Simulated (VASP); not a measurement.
# AgAu (P4/mmm) in VASP: notebook

The runs below take AgAu through single point, relaxation of cell and atoms, with LDA.

Everything below comes from runs of VASP 6.6.1. Logs are shortened: lines on timing, memory, paths and dates and some standing lists are left out, and cuts for length are marked.

## 1. The cell of the first run

The structure is tetragonal, space group P4/mmm (No. 123). Conventional cell: a = 2.802 Å, b = 2.802 Å, c = 4.141 Å, α = 90.00°, β = 90.00°, γ = 90.00°. Within 3.7 Å of Au (site symmetry 4/mmm) lie 4 Au at 2.80 Å and 8 Ag at 2.87 Å. Ag (site symmetry 4/mmm) has 4 Ag at 2.80 Å and 8 Au at 2.87 Å within 3.7 Å.

## 2. Single point, LDA

File INCAR:

```
SYSTEM = AgAu
  PREC = Accurate
  ENCUT = 520
  EDIFF = 1E-6
  ISMEAR = 1
  SIGMA = 0.1
  LREAL = .False.
  LASPH = .True.
  NELM = 80
  ALGO = Normal
  ISIF = 2
  LWAVE = .False.
  LCHARG = .True.
  LELF = .True.
  LVHAR = .True.
  NBANDS = 30
```

File KPOINTS:

```
Automatic mesh
0
Gamma
  6 6 6
  0 0 0
```

File POSCAR:

```
AgAu
1.0
    4.1411731729      0.0000000000      0.0000000000
    0.0000000000      3.9621709452      0.0000000000
    0.0000000000      0.0000000000      3.9621709452
Au Ag
2 2
Direct
    0.0000000000      0.0000000000      0.0000000000
    0.0000000000      0.5000000000      0.5000000000
    0.5000000000      0.0000000000      0.5000000000
    0.5000000000      0.5000000000      0.0000000000
```

Potentials or basis: VASP PAW LDA potentials, release 64 (Au, Ag).

The run is started by

```sh
> cat potpaw_LDA.64/Au/POTCAR potpaw_LDA.64/Ag/POTCAR > POTCAR
> mpirun -np 1 vasp_std > vasp.out
```

OUTCAR:

```text
SYSTEM = AgAu
   PREC = Accurate
   ENCUT = 520
   EDIFF = 1E-6
   ISMEAR = 1
   LREAL = .False.
   LASPH = .True.
   NELM = 80
   ISIF = 2

 ion  position               nearest neighbor table
   1  0.000  0.000  0.000-   2 2.80   2 2.80   2 2.80   2 2.80   3 2.87   4 2.87   4 2.87   3 2.87
                             3 2.87   4 2.87   3 2.87   4 2.87
   2  0.000  0.500  0.500-   1 2.80   1 2.80   1 2.80   1 2.80   4 2.87   4 2.87   3 2.87   3 2.87
                             3 2.87   4 2.87   4 2.87   3 2.87
   3  0.500  0.000  0.500-   4 2.80   4 2.80   4 2.80   4 2.80   2 2.87   2 2.87   1 2.87   1 2.87
                             1 2.87   2 2.87   1 2.87   2 2.87
   4  0.500  0.500  0.000-   3 2.80   3 2.80   3 2.80   3 2.80   2 2.87   1 2.87   1 2.87   2 2.87
                             1 2.87   2 2.87   2 2.87   1 2.87

  LATTYP: Found a simple tetragonal cell.
 ALAT       =     3.9621709452
 C/A-ratio  =     1.0451778154

  Lattice vectors:

 A1 = (   0.0000000000,   3.9621709452,   0.0000000000)
 A2 = (   0.0000000000,   0.0000000000,   3.9621709452)
 A3 = (   4.1411731729,   0.0000000000,   0.0000000000)

Analysis of symmetry for initial positions (statically):
=====================================================================
 Subroutine PRICEL returns following result:

  LATTYP: Found a simple tetragonal cell.
 ALAT       =     2.8016779436
 C/A-ratio  =     1.4781046417

  Lattice vectors:

 A1 = (   0.0000000000,   1.9810854726,  -1.9810854726)
 A2 = (   0.0000000000,   1.9810854726,   1.9810854726)
 A3 = (   4.1411731729,   0.0000000000,   0.0000000000)

   2 primitive cells build up your supercell.

 Routine SETGRP: Setting up the symmetry group for a
 simple tetragonal supercell.

 Subroutine GETGRP returns: Found 16 space group operations
 (whereof 16 operations were pure point group operations)
 out of a pool of 16 trial point group operations.

The static configuration has the point symmetry D_4h.

Analysis of symmetry for dynamics (positions and initial velocities):
=====================================================================
 Subroutine PRICEL returns following result:

  LATTYP: Found a simple tetragonal cell.
 ALAT       =     2.8016779436
 C/A-ratio  =     1.4781046417

  Lattice vectors:

 A1 = (   0.0000000000,   1.9810854726,  -1.9810854726)
 A2 = (   0.0000000000,   1.9810854726,   1.9810854726)
 A3 = (   4.1411731729,   0.0000000000,   0.0000000000)

   2 primitive cells build up your supercell.

 Routine SETGRP: Setting up the symmetry group for a
 simple tetragonal supercell.

 Subroutine GETGRP returns: Found 16 space group operations
 (whereof 16 operations were pure point group operations)
 out of a pool of 16 trial point group operations.

The dynamic configuration has the point symmetry D_4h.

 Subroutine INISYM returns: Found 16 space group operations
 (whereof 16 operations are pure point group operations),
 and found     2 'primitive' translations

----------------------------------------------------------------------------------------

                                     Primitive cell

  volume of cell :      32.5057

  direct lattice vectors                    reciprocal lattice vectors
     0.000000000  1.981085473 -1.981085473     0.000000000  0.252386889 -0.252386889
     0.000000000  1.981085473  1.981085473     0.000000000  0.252386889  0.252386889
     4.141173173  0.000000000  0.000000000     0.241477465  0.000000000  0.000000000

  length of vectors
     2.801677944  2.801677944  4.141173173     0.356928962  0.356928962  0.241477465

  position of ions in fractional coordinates (direct lattice)
     0.000000000  0.000000000  0.000000000
     0.500000000  0.500000000  0.500000000

  ion indices of the primitive-cell ions
   primitive index   ion index
                 1           1
                 2           3

----------------------------------------------------------------------------------------

 KPOINTS: Automatic mesh

Automatic generation of k-mesh.
 Grid dimensions read from file:
 generate k-points for:    6    6    6

 Generating k-lattice:

  Cartesian coordinates                     Fractional coordinates (reciprocal lattice)
     0.040246244  0.000000000  0.000000000     0.166666667  0.000000000  0.000000000
     0.000000000  0.042064482  0.000000000     0.000000000  0.166666667  0.000000000
     0.000000000  0.000000000  0.042064482     0.000000000  0.000000000  0.166666667

  Length of vectors
     0.040246244  0.042064482  0.042064482

  Shift w.r.t. Gamma in fractional coordinates (k-lattice)
     0.000000000  0.000000000  0.000000000

 Subroutine IBZKPT returns following result:
 ===========================================

 Found     40 irreducible k-points:

 Following reciprocal coordinates:
            Coordinates               Weight
  0.000000  0.000000  0.000000      1.000000
  0.166667  0.000000  0.000000      2.000000
  0.333333  0.000000  0.000000      2.000000
  0.500000  0.000000  0.000000      1.000000
  0.000000  0.166667  0.000000      4.000000
  0.166667  0.166667  0.000000      8.000000
[... 16 lines left out ...]
  0.333333  0.333333  0.166667     16.000000
  0.500000  0.333333  0.166667      8.000000
 [... further k-points ...]
   k-points           NKPTS =     40   k-points in BZ     NKDIM =     40   number of bands    NBANDS=     30
   number of dos      NEDOS =    301   number of ions     NIONS =      4
   total plane-waves  NPLWV =  28800
   dimension x,y,z NGX =    32 NGY =   30 NGZ =   30
   dimension x,y,z NGXF=    64 NGYF=   60 NGZF=   60
   ions per type =               2   2
   NGX,Y,Z   is equivalent  to a cutoff of  12.85, 12.59, 12.59 a.u.
   NGXF,Y,Z  is equivalent  to a cutoff of  25.69, 25.17, 25.17 a.u.
 SYSTEM =  AgAu
   PREC   = accura    normal or accurate (medium, high low for compatibility)
   ISTART =      0    job   : 0-new  1-cont  2-samecut
   ICHARG =      2    charge: 1-file 2-atom 10-const
   ISPIN  =      1    spin polarized calculation?
   LNONCOLLINEAR =      F non collinear calculations
   LSORBIT =      F    spin-orbit coupling
   LASPH  =      T    aspherical Exc in radial PAW
   ENCUT  =  520.0 eV  38.22 Ry    6.18 a.u.   7.70  7.37  7.37*2*pi/ulx,y,z
   NELM   =     80;   NELMIN=  2; NELMDL= -5     # of ELM steps
   EDIFF  = 0.1E-05   stopping-criterion for ELM
   LREAL  =      F    real-space projection
[... 7 lines left out ...]
   TEBEG  =    0.0;   TEEND  =   0.0 temperature during run
   PSTRESS=    0.0 pullay stress
   NELECT =      44.0000    total number of electrons
   NUPDOWN=      -1.0000    fix difference up-down
   EMIN   =  10.00;   EMAX   =-10.00  energy-range for DOS
   EFERMI =   0.00;   METHOD = LEGACY
   ISMEAR =     1;   SIGMA  =   0.10  broadening in eV -4-tet -1-fermi 0-gaus
   EFERMI_NEDOS =   21; number of points for ismear=-14 and -15
   IALGO  =     38    algorithm
   IMIX   =      4    mixing-type and parameters
     AMIX     =   0.40;   BMIX     =  1.00
     AMIX_MAG =   1.60;   BMIX_MAG =  1.00
  volume/ion in A,a.u.               =      16.25       109.68
  Fermi-wavevector in a.u.,A,eV,Ry     =   1.437350  2.716197 28.109286  2.065974
  Thomas-Fermi vector in A             =   2.556437
   LORBIT       =      0    0 simple, 1 ext, 2 COOP (PROOUT), +10 PAW based schemes
   GGA     = CA    functional components
   LHFCALC =     F    Hartree Fock is set to
   AEXX    =    0.0000 exact exchange contribution
   IVDW    =     0    specifies the selected vdW correction
   LEPSILON=     F    determine dielectric tensor
   LRPA    =     F    only Hartree local field effects (RPA)
 non-spin polarized calculation
 Methfessel and Paxton  Order N= 1 SIGMA  =   0.10
  energy-cutoff  :      520.00
  volume of cell :       65.01
 maximum number of plane-waves:      1776
 NGX is ok and might be reduce to    32
   NGX = 15   NGY = 15   NGZ = 15

 number of electron      44.0000014 magnetization

 Free energy of the ion-electron system (eV)
  ---------------------------------------------------
  ext. energy  EPLUGINS =         0.00000000
  ---------------------------------------------------
  free energy    TOTEN  =       -16.66881319 eV

  energy without entropy =      -16.66535418  energy(sigma->0) =      -16.66766019

 E-fermi :   9.4023     XC(G=0): -13.0674

 val. band max:        9.3999017932   @ k =   0.0000   0.3333   0.3333
 cond. band min:       9.4969426735   @ k =   0.1667   0.5000   0.5000
 fundamental gap:      0.0970408803
 Fermi energy:         9.4023226268

 k-point     1 :       0.0000    0.0000    0.0000
  band No.  band energies     occupation
      1       0.0491      2.00000
      2       2.2756      2.00000
      3       2.3726      2.00000
      4       2.4335      2.00000
      5       2.5353      2.00000
      6       2.6136      2.00000
[... 22 lines left out ...]
     29      19.6860      0.00000
     30      19.6860      0.00000

 k-point     2 :       0.1667    0.0000    0.0000
  band No.  band energies     occupation
      1       0.3259      2.00000
      2       2.4376      2.00000
      3       2.4939      2.00000
      4       2.6208      2.00000
      5       2.6317      2.00000
      6       2.7861      2.00000
[... 22 lines left out ...]
     29      19.1186      0.00000
     30      19.1354      0.00000

 k-point     3 :       0.3333    0.0000    0.0000
  band No.  band energies     occupation
      1       1.0489      2.00000
      2       2.7757      2.00000
      3       2.8292      2.00000
      4       2.8975      2.00000
      5       3.0774      2.00000
      6       3.2975      2.00000
[... 22 lines left out ...]
     29      18.3127      0.00000
     30      19.6304      0.00000

 k-point     4 :       0.5000    0.0000    0.0000
  band No.  band energies     occupation
      1       1.5928      2.00000
      2       2.9382      2.00000
      3       3.0829      2.00000
      4       3.1663      2.00000
      5       3.3784      2.00000
      6       3.5013      2.00000
[... 616 lines left out ...]
     29      19.6141      0.00000
     30      21.1595      0.00000

 k-point    23 :       0.3333    0.3333    0.1667
  band No.  band energies     occupation
      1       2.0842      2.00000
      2       3.0649      2.00000
      3       3.1327      2.00000
      4       3.1542      2.00000
      5       3.8909      2.00000
      6       3.9426      2.00000
[... 22 lines left out ...]
     29      20.3307      0.00000
     30      22.0621      0.00000

 k-point    24 :       0.5000    0.3333    0.1667
  band No.  band energies     occupation
      1       2.3459      2.00000
      2       3.0545      2.00000
      3       3.1618      2.00000
      4       3.2888      2.00000
      5       3.9371      2.00000
      6       4.0270      2.00000
[... 22 lines left out ...]
     29      21.2877      0.00000
     30      21.3482      0.00000

 [... further k-points ...]

------------------------ aborting loop because EDIFF is reached ----------------------------------------

  FORCE on cell =-STRESS in cart. coord.  units (eV):
  Direction    XX          YY          ZZ          XY          YZ          ZX
  --------------------------------------------------------------------------------------
  -------------------------------------------------------------------------------------
  Total        0.1424932      0.1196319      0.1196319      0.0000000      0.0000000     -0.0000000
  in kB        3.5116806      2.9482745      2.9482745      0.0000000      0.0000000     -0.0000000
  external PRESSURE =       3.1360765 kB  Pullay stress =       0.0000000 kB

 VOLUME and BASIS-vectors are now :
 -----------------------------------------------------------------------------
  energy-cutoff  :      520.00
  volume of cell :       65.01
      direct lattice vectors                 reciprocal lattice vectors
     4.141173173  0.000000000  0.000000000     0.241477465  0.000000000  0.000000000
     0.000000000  3.962170945  0.000000000     0.000000000  0.252386889  0.000000000
     0.000000000  0.000000000  3.962170945     0.000000000  0.000000000  0.252386889

 POSITION                                       TOTAL-FORCE (eV/Angst)
 -----------------------------------------------------------------------------------
      0.00000      0.00000      0.00000         0.000000      0.000000     -0.000000
      0.00000      1.98109      1.98109         0.000000      0.000000     -0.000000
      2.07059      0.00000      1.98109        -0.000000     -0.000000     -0.000000
      2.07059      1.98109      0.00000        -0.000000     -0.000000      0.000000
 -----------------------------------------------------------------------------------
    total drift:                                0.000000     -0.000000     -0.000000

  FREE ENERGIE OF THE ION-ELECTRON SYSTEM (eV)
  ---------------------------------------------------
  free  energy   TOTEN  =       -16.6688131922 eV

  energy  without entropy=      -16.6653541786  energy(sigma->0) =      -16.66766019
```

It took 47 s on 1 thread of Intel Xeon Platinum 8259CL at 2.50GHz (Skylake/Cascade Lake), shared host; peak memory 0.19 GiB.

What came out:

* Free energy: -16.6688 eV
* Pressure: 0.3 GPa
* Band gap on the k mesh: zero (band 22 reaches 10.38 eV, above the bottom of band 23 at 8.66 eV)

Levels at points of the mesh, in eV from the Fermi level:
| k point | band 20 | band 21 | band 22 | band 23 | band 24 | band 25 |
| --- | --- | --- | --- | --- | --- | --- |
| (0.00, 0.00, 0.00) | -2.12 | -1.41 | 0.73 | 1.50 | 1.50 | 6.03 |
| (0.50, 0.00, 0.00) | -2.52 | -2.48 | -1.40 | 5.66 | 5.80 | 5.80 |
| (0.00, 0.50, 0.00) | -3.08 | -2.22 | -2.22 | 5.90 | 5.90 | 6.02 |
| (0.50, 0.50, 0.00) | -3.53 | -0.96 | -0.96 | 0.00 | 0.00 | 9.26 |
| (0.00, 0.50, 0.50) | -3.11 | -0.41 | -0.41 | 0.16 | 0.16 | 8.62 |
| (0.50, 0.50, 0.50) | -2.09 | -0.90 | -0.90 | -0.75 | -0.75 | 2.77 |

Caveat: spin-orbit coupling is left out, which moves the levels of the heavy elements.

## 3. Relaxation of cell and atoms, LDA

File INCAR:

```
PREC = Accurate
ENCUT = 600
EDIFF = 1E-6
ISMEAR = 1
SIGMA = 0.1
LREAL = False
LASPH = True
NELM = 80
ALGO = Normal
ISIF = 3
LWAVE = False
LCHARG = False
IBRION = 2
NSW = 50
EDIFFG = -0.03
```

File KPOINTS:

```
Automatic mesh
0
Gamma
  6 6 6
```

POSCAR is that of step 2.

Potentials or basis: VASP PAW LDA potentials, release 64 (Au, Ag).

The run is started by

```sh
> cat potpaw_LDA.64/Au/POTCAR potpaw_LDA.64/Ag/POTCAR > POTCAR
> mpirun -np 1 vasp_std > vasp.out
```

It took 1.9 min on 1 thread of Intel Xeon Platinum 8259CL at 2.50GHz (Skylake/Cascade Lake), shared host; peak memory 0.22 GiB.

The run converged. Its results:

* Free energy: -16.6683 eV
* Relaxed volume: 16.29 Å³/atom
* Relaxed cell: a = 4.144 Å, b = 3.965 Å, c = 3.965 Å, α = 90.00°, β = 90.00°, γ = 90.00°
* Space group after relaxing (to 0.05 Å): P4/mmm (No. 123)
* Energy gained by relaxing: 0.0 meV/atom
* Ionic steps: 3
* Pressure after relaxing: 0.0 GPa
* Band gap on the k mesh: zero (band 22 reaches 10.34 eV, above the bottom of band 23 at 8.63 eV)

Step by step:
```tsv
step	energy change (eV)	largest force (eV/Å)	pressure (GPa)	volume (Å³)
1	0.0000	0.0000	0.36	65.01
2	0.0002	0.0000	-0.55	65.35
3	-0.0002	0.0000	0.00	65.15
```

Final structure:
```
Au Ag
1.0
     4.14446    0.00000    0.00000
     0.00000    3.96487    0.00000
     0.00000    0.00000    3.96487
Au Ag
2 2
Direct
  0.00000 0.00000 0.00000
  0.00000 0.50000 0.50000
  0.50000 0.00000 0.50000
  0.50000 0.50000 0.00000
```

Levels at points of the mesh, in eV from the Fermi level:
```csv
k point,band 18,band 19,band 20,band 21,band 22,band 23,band 24,band 25,band 26
"(0.00, 0.00, 0.00)",-2.25,-2.12,-2.12,-1.41,0.74,1.50,1.50,6.01,6.10
"(0.50, 0.00, 0.00)",-3.37,-3.25,-2.52,-2.48,-1.40,5.65,5.79,5.79,6.77
"(0.00, 0.50, 0.00)",-3.53,-3.08,-3.08,-2.22,-2.22,5.89,5.89,6.01,6.01
"(0.50, 0.50, 0.00)",-3.59,-3.52,-3.52,-0.96,-0.96,0.00,0.00,9.25,9.25
"(0.00, 0.50, 0.50)",-3.70,-3.10,-3.10,-0.41,-0.41,0.15,0.15,8.61,8.61
"(0.50, 0.50, 0.50)",-2.35,-2.09,-2.09,-0.89,-0.89,-0.74,-0.74,2.76,2.76
```

Caveat: spin-orbit coupling is left out, which moves the levels of the heavy elements.

## 4. Relaxation of cell and atoms, LDA

This run uses another cell than the first one, of 16.98 Å³/atom, 1.045 times its volume.

File INCAR:

```
ALGO = Normal
EDIFF = 1E-6
EDIFFG = -0.03
ENCUT = 600
GGA = CA
IBRION = 2
ISIF = 3
ISMEAR = 1
LASPH = True
LCHARG = False
LREAL = False
LWAVE = False
NELM = 80
NSW = 50
PREC = Accurate
SIGMA = 0.1
```

File KPOINTS:

```
k-points
0
Gamma
  6 6 6
```

File POSCAR:

```
AgAu
1.0
    4.0800000000      0.0000000000      0.0000000000
    0.0000000000      4.0800000000      0.0000000000
    0.0000000000      0.0000000000      4.0800000000
Au Ag
2 2
Direct
    0.0000000000      0.0000000000      0.0000000000
    0.0000000000      0.5000000000      0.5000000000
    0.5000000000      0.0000000000      0.5000000000
    0.5000000000      0.5000000000      0.0000000000
```

The run is started by

```sh
> cat potpaw_LDA.64/Au/POTCAR potpaw_LDA.64/Ag/POTCAR > POTCAR
> mpirun -np 1 vasp_std > vasp.out
```

It took 2.5 min on 1 thread of Intel Xeon Platinum 8259CL at 2.50GHz (Skylake/Cascade Lake), shared host; peak memory 0.23 GiB.

The run converged. Its results:

```yaml
Free_energy: -16.6662 eV
Relaxed_volume: 16.30 Å³/atom
Relaxed_cell: a = 4.027 Å, b = 4.023 Å, c = 4.023 Å, α = 90.00°, β = 90.00°, γ = 90.00°
Space_group_after_relaxing_to_0.05_Å: P4/mmm (No. 123)
Energy_gained_by_relaxing: 13.9 meV/atom
Ionic_steps: 3
Pressure_after_relaxing: -0.1 GPa
Band_gap_on_the_k_mesh: zero (band 22 reaches 10.58 eV, above the bottom of band 23 at 8.60 eV)
```

Stress tensor (GPa, compression positive):
```
 0.19  0.00  0.00
 0.00 -0.20  0.00
 0.00  0.00 -0.20
```

Step by step:
```csv
step,energy change (eV),largest force (eV/Å),pressure (GPa),volume (Å³)
1,0.0000,0.0000,-6.12,67.92
2,0.0491,0.0000,10.46,61.74
3,-0.0557,0.0000,-0.07,65.18
```

Final structure:
```yaml
crystal:
  lattice:
    - [4.02688, 0.00000, 0.00000]
    - [0.00000, 4.02324, 0.00000]
    - [0.00000, 0.00000, 4.02324]
  atoms:
    - { symbol: Au, position: [0.00000, 0.00000, 0.00000] }
    - { symbol: Au, position: [0.00000, 0.50000, 0.50000] }
    - { symbol: Ag, position: [0.50000, 0.00000, 0.50000] }
    - { symbol: Ag, position: [0.50000, 0.50000, 0.00000] }
```

Levels at points of the mesh, in eV from the Fermi level:
```tsv
k point	band 19	band 20	band 21	band 22	band 23	band 24	band 25	band 26
(0.00, 0.00, 0.00)	-2.13	-2.13	-1.59	1.19	1.21	1.21	5.57	6.79
(0.50, 0.00, 0.00)	-3.37	-2.68	-2.61	-1.58	5.20	5.78	5.78	6.80
(0.00, 0.50, 0.00)	-3.04	-3.04	-2.17	-2.17	6.10	6.10	6.29	6.29
(0.50, 0.50, 0.00)	-3.52	-3.52	-0.88	-0.88	0.05	0.05	8.93	8.93
(0.00, 0.50, 0.50)	-3.22	-3.22	-0.62	-0.62	-0.10	-0.10	9.14	9.14
(0.50, 0.50, 0.50)	-2.18	-2.18	-0.91	-0.91	-0.79	-0.79	2.66	2.66
```

Caveat: spin-orbit coupling is left out, which moves the levels of the heavy elements.

## 5. Summary

| task | cell | cutoff (eV) | gap on the mesh (eV) | pressure (GPa) | relaxed volume (Å³/atom) |
| --- | --- | --- | --- | --- | --- |
| single point | a = 4.141, b = 3.962, c = 3.962 Å, 4 atoms | 520 | none | 0.3 | - |
| relaxation of cell and atoms | relaxed from a = 4.141, b = 3.962, c = 3.962 Å, 4 atoms | 600 | none | 0.0 | 16.29 |
| relaxation of cell and atoms | relaxed from a = 4.080 Å, 4 atoms | 600 | none | -0.1 | 16.30 |

Alike in all rows: level LDA; potentials or basis VASP PAW LDA potentials, release 64 (Au, Ag); no spin polarisation; k mesh 6 × 6 × 6; smearing methfessel-paxton 0.1 eV.

Caveats: spin-orbit coupling is left out, which moves the levels of the heavy elements.

Total energies depend on the potentials used, so only differences within one code and one set of settings carry meaning.
